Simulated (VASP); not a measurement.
# Si4S in VASP: a series of runs

Runs on Si4S. Level: PBE. Tasks: single point.

Everything below comes from runs of VASP 6.6.1. Logs are shortened: lines on timing, memory, paths and dates and some standing lists are left out, and cuts for length are marked.

### 1 The cell of the first run

The structure is cubic, space group I-43m (No. 217). Conventional cell: a = 5.707 Å, b = 5.707 Å, c = 5.707 Å, α = 90.00°, β = 90.00°, γ = 90.00°. Si (site symmetry 3m) has 2 S at 2.36 to 2.58 Å and 6 Si at 2.86 Å within 3.1 Å. Within 3.1 Å of S (site symmetry -43m) lie 8 Si at 2.36 to 2.58 Å.

### 2 Single point, PBE

INCAR

```
ALGO = Normal
EDIFF = 1E-6
ENCUT = 500
GGA = PE
GGA_COMPAT = F
ISIF = 2
ISMEAR = 0
LASPH = T
LCHARG = F
LREAL = F
LWAVE = F
NBANDS = 19
NELM = 120
PREC = Accurate
SIGMA = 0.2
```

KPOINTS

```
k-points
0
Gamma
  4 4 4
```

POSCAR

```
Si4S
1.0
   -2.8534723127      2.8534723127      2.8534723127
    2.8534723127     -2.8534723127      2.8534723127
    2.8534723127      2.8534723127     -2.8534723127
Si S
4 1
Direct
    0.0000000000      0.0000000000      0.5222726725
    0.5222726725      0.0000000000      0.0000000000
    0.0000000000      0.5222726725      0.0000000000
    0.4777273275      0.4777273275      0.4777273275
    0.0000000000      0.0000000000      0.0000000000
```

Potentials or basis: VASP PAW PBE potentials, release 64 (Si, S).

Launch:

```sh
$ cat potpaw_PBE.64/Si/POTCAR potpaw_PBE.64/S/POTCAR > POTCAR
$ mpirun -np 1 vasp_std > vasp.out
```

OUTCAR:

```text
EDIFF = 1E-6
   ENCUT = 500
   GGA = PE
   ISIF = 2
   ISMEAR = 0
   LASPH = T
   LREAL = F
   NELM = 120
   PREC = Accurate

 ion  position               nearest neighbor table
   1  0.000  0.000  0.522-   5 2.36   5 2.58   4 2.86   2 2.86   2 2.86   3 2.86   3 2.86   4 2.86

   2  0.522  0.000  0.000-   5 2.36   5 2.58   4 2.86   3 2.86   4 2.86   1 2.86   3 2.86   1 2.86

   3  0.000  0.522  0.000-   5 2.36   5 2.58   4 2.86   2 2.86   1 2.86   2 2.86   1 2.86   4 2.86

   4  0.478  0.478  0.478-   5 2.36   5 2.58   3 2.86   2 2.86   1 2.86   2 2.86   3 2.86   1 2.86

   5  0.000  0.000  0.000-   1 2.36   2 2.36   3 2.36   4 2.36   3 2.58   1 2.58   2 2.58   4 2.58

  LATTYP: Found a body centered cubic cell.
 ALAT       =     5.7069446254

  Lattice vectors:

 A1 = (  -2.8534723127,   2.8534723127,   2.8534723127)
 A2 = (   2.8534723127,  -2.8534723127,   2.8534723127)
 A3 = (   2.8534723127,   2.8534723127,  -2.8534723127)

Analysis of symmetry for initial positions (statically):
=====================================================================
 Subroutine PRICEL returns:
 Original cell was already a primitive cell.

 Routine SETGRP: Setting up the symmetry group for a
 body centered cubic supercell.

 Subroutine GETGRP returns: Found 24 space group operations
 (whereof 24 operations were pure point group operations)
 out of a pool of 48 trial point group operations.

The static configuration has the point symmetry T_d .

Analysis of symmetry for dynamics (positions and initial velocities):
=====================================================================
 Subroutine PRICEL returns:
 Original cell was already a primitive cell.

 Routine SETGRP: Setting up the symmetry group for a
 body centered cubic supercell.

 Subroutine GETGRP returns: Found 24 space group operations
 (whereof 24 operations were pure point group operations)
 out of a pool of 48 trial point group operations.

The dynamic configuration has the point symmetry T_d .

 Subroutine INISYM returns: Found 24 space group operations
 (whereof 24 operations are pure point group operations),
 and found     1 'primitive' translations

----------------------------------------------------------------------------------------

                                     Primitive cell

  volume of cell :      92.9354

  direct lattice vectors                    reciprocal lattice vectors
    -2.853472313  2.853472313  2.853472313     0.000000000  0.175225110  0.175225110
     2.853472313 -2.853472313  2.853472313     0.175225110  0.000000000  0.175225110
     2.853472313  2.853472313 -2.853472313     0.175225110  0.175225110  0.000000000

  length of vectors
     4.942359024  4.942359024  4.942359024     0.247805727  0.247805727  0.247805727

  position of ions in fractional coordinates (direct lattice)
     0.000000000  0.000000000  0.522272673
     0.522272673  0.000000000  0.000000000
     0.000000000  0.522272673  0.000000000
     0.477727327  0.477727327  0.477727327
     0.000000000  0.000000000  0.000000000

  ion indices of the primitive-cell ions
   primitive index   ion index
                 1           1
                 2           2
                 3           3
                 4           4
                 5           5

----------------------------------------------------------------------------------------

 KPOINTS: k-points

Automatic generation of k-mesh.
 Grid dimensions read from file:
 generate k-points for:    4    4    4

 Generating k-lattice:

  Cartesian coordinates                     Fractional coordinates (reciprocal lattice)
     0.000000000  0.043806278  0.043806278     0.250000000  0.000000000  0.000000000
     0.043806278  0.000000000  0.043806278     0.000000000  0.250000000  0.000000000
     0.043806278  0.043806278  0.000000000     0.000000000  0.000000000  0.250000000

  Length of vectors
     0.061951432  0.061951432  0.061951432

  Shift w.r.t. Gamma in fractional coordinates (k-lattice)
     0.000000000  0.000000000  0.000000000

 Subroutine IBZKPT returns following result:
 ===========================================

 Found      8 irreducible k-points:

 Following reciprocal coordinates:
            Coordinates               Weight
  0.000000  0.000000  0.000000      1.000000
  0.250000  0.000000  0.000000     12.000000
  0.500000  0.000000  0.000000      6.000000
  0.250000  0.250000  0.000000     24.000000
  0.250000  0.250000  0.250000      2.000000
 -0.250000  0.250000  0.250000      6.000000
  0.500000  0.500000  0.250000     12.000000
  0.500000  0.500000  0.500000      1.000000
   k-points           NKPTS =      8   k-points in BZ     NKDIM =      8   number of bands    NBANDS=     19
   number of dos      NEDOS =    301   number of ions     NIONS =      5
   total plane-waves  NPLWV =  46656
   dimension x,y,z NGX =    36 NGY =   36 NGZ =   36
   dimension x,y,z NGXF=    72 NGYF=   72 NGZF=   72
   ions per type =               4   1
   NGX,Y,Z   is equivalent  to a cutoff of  12.11, 12.11, 12.11 a.u.
   NGXF,Y,Z  is equivalent  to a cutoff of  24.22, 24.22, 24.22 a.u.
 SYSTEM =  unknown system
   PREC   = accura    normal or accurate (medium, high low for compatibility)
   ISTART =      0    job   : 0-new  1-cont  2-samecut
   ICHARG =      2    charge: 1-file 2-atom 10-const
   ISPIN  =      1    spin polarized calculation?
   LNONCOLLINEAR =      F non collinear calculations
   LSORBIT =      F    spin-orbit coupling
   LASPH  =      T    aspherical Exc in radial PAW
   ENCUT  =  500.0 eV  36.75 Ry    6.06 a.u.   9.01  9.01  9.01*2*pi/ulx,y,z
   NELM   =    120;   NELMIN=  2; NELMDL= -5     # of ELM steps
   EDIFF  = 0.1E-05   stopping-criterion for ELM
   LREAL  =      F    real-space projection
   EDIFFG = 0.1E-04   stopping-criterion for IOM
   NSW    =      0    number of steps for IOM
   IBRION =     -1    ionic relax: 0-MD 1-quasi-New 2-CG
   NFREE  =      0    steps in history (QN), initial steepest desc. (CG)
   ISIF   =      2    stress and relaxation
   ISYM   =      2    0-nonsym 1-usesym 2-fastsym
   POTIM  = 0.5000    time-step for ionic-motion
   TEBEG  =    0.0;   TEEND  =   0.0 temperature during run
   PSTRESS=    0.0 pullay stress
   NELECT =      22.0000    total number of electrons
   NUPDOWN=      -1.0000    fix difference up-down
   EMIN   =  10.00;   EMAX   =-10.00  energy-range for DOS
   EFERMI =   0.00;   METHOD = LEGACY
   ISMEAR =     0;   SIGMA  =   0.20  broadening in eV -4-tet -1-fermi 0-gaus
   EFERMI_NEDOS =   21; number of points for ismear=-14 and -15
   IALGO  =     38    algorithm
   IMIX   =      4    mixing-type and parameters
     AMIX     =   0.40;   BMIX     =  1.00
     AMIX_MAG =   1.60;   BMIX_MAG =  1.00
  volume/ion in A,a.u.               =      18.59       125.43
  Fermi-wavevector in a.u.,A,eV,Ry     =   1.012718  1.913760 13.954117  1.025599
  Thomas-Fermi vector in A             =   2.145845
   LORBIT       =      0    0 simple, 1 ext, 2 COOP (PROOUT), +10 PAW based schemes
   GGA     = PE    functional components
   LHFCALC =     F    Hartree Fock is set to
   AEXX    =    0.0000 exact exchange contribution
   IVDW    =     0    specifies the selected vdW correction
   LEPSILON=     F    determine dielectric tensor
   LRPA    =     F    only Hartree local field effects (RPA)
 non-spin polarized calculation
 Gauss-broadening in eV      SIGMA  =   0.20
  energy-cutoff  :      500.00
  volume of cell :       92.94
 maximum number of plane-waves:      2382
   NGX = 19   NGY = 19   NGZ = 19

 number of electron      21.9999998 magnetization

 Free energy of the ion-electron system (eV)
  ---------------------------------------------------
  ext. energy  EPLUGINS =         0.00000000
  ---------------------------------------------------
  free energy    TOTEN  =       -21.82810155 eV

  energy without entropy =      -21.78782749  energy(sigma->0) =      -21.80796452

 E-fermi :   6.7471     XC(G=0): -10.0146

 val. band max:        6.6915456573   @ k =   0.2500   0.2500   0.2500
 cond. band min:       7.1029670936   @ k =   0.5000   0.0000   0.0000
 fundamental gap:      0.4114214363
 Fermi energy:         6.7470855897

 k-point     1 :       0.0000    0.0000    0.0000
  band No.  band energies     occupation
      1      -9.1397      2.00000
      2      -1.2433      2.00000
      3      -0.4323      2.00000
      4      -0.4323      2.00000
      5      -0.4323      2.00000
      6       1.5896      2.00000
[... 11 lines left out ...]
     18      12.4407      0.00000
     19      14.7194      0.00000

 k-point     2 :       0.2500    0.0000    0.0000
  band No.  band energies     occupation
      1      -8.9558      2.00000
      2      -2.6854      2.00000
      3      -1.2172      2.00000
      4      -0.4112      2.00000
      5      -0.0228      2.00000
      6       0.9835      2.00000
[... 11 lines left out ...]
     18      11.9997      0.00000
     19      13.5575      0.00000

 k-point     3 :       0.5000    0.0000    0.0000
  band No.  band energies     occupation
      1      -8.7438      2.00000
      2      -3.5178      2.00000
      3      -1.6639      2.00000
      4      -0.3996      2.00000
      5      -0.2212      2.00000
      6       0.5948      2.00000
[... 11 lines left out ...]
     18      12.9380      0.00000
     19      12.9781      0.00000

 k-point     4 :       0.2500    0.2500    0.0000
  band No.  band energies     occupation
      1      -8.7469      2.00000
      2      -3.1995      2.00000
      3      -2.2970      2.00000
      4      -0.9523      2.00000
      5       0.2081      2.00000
      6       2.5379      2.00000
[... 11 lines left out ...]
     18      11.2602      0.00000
     19      11.9429      0.00000

 k-point     5 :       0.2500    0.2500    0.2500
  band No.  band energies     occupation
      1      -8.7060      2.00000
      2      -2.5520      2.00000
      3      -2.5520      2.00000
      4      -2.5520      2.00000
      5       2.0601      2.00000
      6       2.8402      2.00000
[... 11 lines left out ...]
     18      10.4492      0.00000
     19      10.4492      0.00000

 k-point     6 :      -0.2500    0.2500    0.2500
  band No.  band energies     occupation
      1      -8.7921      2.00000
      2      -2.7479      2.00000
      3      -1.9859      2.00000
      4      -1.9859      2.00000
      5       2.2588      2.00000
      6       2.7131      2.00000
[... 11 lines left out ...]
     18      11.9002      0.00000
     19      12.4319      0.00000

 k-point     7 :       0.5000    0.5000    0.2500
  band No.  band energies     occupation
      1      -8.6072      2.00000
      2      -3.2372      2.00000
      3      -2.4331      2.00000
      4      -2.1604      2.00000
      5       2.1714      2.00000
      6       2.3625      2.00000
[... 11 lines left out ...]
     18      11.7976      0.00000
     19      13.1824      0.00000

 k-point     8 :       0.5000    0.5000    0.5000
  band No.  band energies     occupation
      1      -8.4563      2.00000
      2      -2.8824      2.00000
      3      -2.8824      2.00000
      4      -2.8824      2.00000
      5       1.7968      2.00000
      6       1.7968      2.00000
[... 11 lines left out ...]
     18      13.9116      0.00000
     19      13.9116      0.00000

------------------------ aborting loop because EDIFF is reached ----------------------------------------

  FORCE on cell =-STRESS in cart. coord.  units (eV):
  Direction    XX          YY          ZZ          XY          YZ          ZX
  --------------------------------------------------------------------------------------
  -------------------------------------------------------------------------------------
  Total        0.2805146      0.2805146      0.2805146      0.0000000      0.0000000      0.0000000
  in kB        4.8359872      4.8359872      4.8359872      0.0000000      0.0000000      0.0000000
  external PRESSURE =       4.8359872 kB  Pullay stress =       0.0000000 kB

 VOLUME and BASIS-vectors are now :
 -----------------------------------------------------------------------------
  energy-cutoff  :      500.00
  volume of cell :       92.94
      direct lattice vectors                 reciprocal lattice vectors
    -2.853472313  2.853472313  2.853472313     0.000000000  0.175225110  0.175225110
     2.853472313 -2.853472313  2.853472313     0.175225110  0.000000000  0.175225110
     2.853472313  2.853472313 -2.853472313     0.175225110  0.175225110  0.000000000

 POSITION                                       TOTAL-FORCE (eV/Angst)
 -----------------------------------------------------------------------------------
      1.49029      1.49029     -1.49029        -0.028356     -0.028356      0.028356
     -1.49029      1.49029      1.49029         0.028356     -0.028356     -0.028356
      1.49029     -1.49029      1.49029        -0.028356      0.028356     -0.028356
      1.36318      1.36318      1.36318         0.028356      0.028356      0.028356
      0.00000      0.00000      0.00000        -0.000000      0.000000     -0.000000
 -----------------------------------------------------------------------------------
    total drift:                               -0.000002     -0.000002     -0.000004

  FREE ENERGIE OF THE ION-ELECTRON SYSTEM (eV)
  ---------------------------------------------------
  free  energy   TOTEN  =       -21.8281015474 eV

  energy  without entropy=      -21.7878274888  energy(sigma->0) =      -21.80796452
```

It took 11 s on 1 thread of Intel Xeon Platinum 8488C (Sapphire Rapids), shared host; peak memory 0.19 GiB.

Results:

```
Free energy            : -21.8281 eV
Pressure               : 0.5 GPa
Largest force          : 0.049 eV/Å
Band gap on the k mesh : zero (band 11 reaches 7.42 eV, above the bottom of band 12 at 5.81 eV)
```

Forces on the atoms (eV/Å):
```
Si  -0.028 -0.028  0.028
Si   0.028 -0.028 -0.028
Si  -0.028  0.028 -0.028
Si   0.028  0.028  0.028
S    0.000  0.000  0.000
```

Levels at points of the mesh, in eV from the Fermi level:
```tsv
k point	band 8	band 9	band 10	band 11	band 12	band 13	band 14	band 15
(0.00, 0.00, 0.00)	-5.16	-2.26	-2.26	-2.26	1.64	1.64	3.10	3.10
(0.50, 0.00, 0.00)	-1.86	-1.76	-0.78	-0.66	0.36	0.95	1.06	1.91
(0.50, 0.50, 0.50)	-1.48	-1.48	-0.97	-0.94	-0.94	-0.94	1.01	5.82
```

Caveat: the k points lie up to 0.39 Å⁻¹ apart.

### 3 Single point, PBE

INCAR

```
PREC = Accurate
ENCUT = 500
EDIFF = 1E-6
ISMEAR = 0
SIGMA = 0.2
LREAL = False
LASPH = True
NELM = 120
ALGO = Normal
ISIF = 2
LWAVE = False
LCHARG = False
GGA = PE
NBANDS = 19
GGA_COMPAT = False
```

KPOINTS

```
regular mesh
0
Gamma
  4 4 4
```

POSCAR

```
Si4S
1.0
   -2.8540981506      2.8540981506      2.8540981506
    2.8540981506     -2.8540981506      2.8540981506
    2.8540981506      2.8540981506     -2.8540981506
Si S
4 1
Direct
    0.0000000000      0.0000000000      0.5000000000
    0.0000000000      0.5000000000      0.0000000000
    0.5000000000      0.0000000000      0.0000000000
    0.5000000000      0.5000000000      0.5000000000
    0.0000000000      0.0000000000      0.0000000000
```

Potentials or basis: VASP PAW PBE potentials, release 64 (Si, S).

Launch:

```sh
$ cat potpaw_PBE.64/Si/POTCAR potpaw_PBE.64/S/POTCAR > POTCAR
$ mpirun -np 1 vasp_std > vasp.out
```

Run time: 11 s. Hardware: 1 thread of Intel Xeon Platinum 8488C (Sapphire Rapids), shared host; peak memory 0.19 GiB.

Results (log left out):

- Free energy: -21.8285 eV
- Pressure: 0.2 GPa
- Band gap on the k mesh: zero (band 11 reaches 7.40 eV, above the bottom of band 12 at 5.70 eV)

Levels at points of the mesh, in eV from the Fermi level:
| k point | band 7 | band 8 | band 9 | band 10 | band 11 | band 12 | band 13 | band 14 | band 15 | band 16 |
| --- | --- | --- | --- | --- | --- | --- | --- | --- | --- | --- |
| (0.00, 0.00, 0.00) | -5.19 | -5.19 | -2.27 | -2.27 | -2.27 | 1.73 | 1.73 | 3.13 | 3.13 | 3.13 |
| (0.50, 0.00, 0.00) | -1.84 | -1.82 | -1.76 | -0.66 | -0.63 | 0.32 | 0.98 | 1.06 | 1.91 | 3.52 |
| (0.50, 0.50, 0.50) | -1.25 | -1.25 | -1.25 | -1.01 | -1.01 | -1.01 | -0.97 | 1.01 | 5.75 | 5.75 |

Caveat: the k points lie up to 0.39 Å⁻¹ apart.
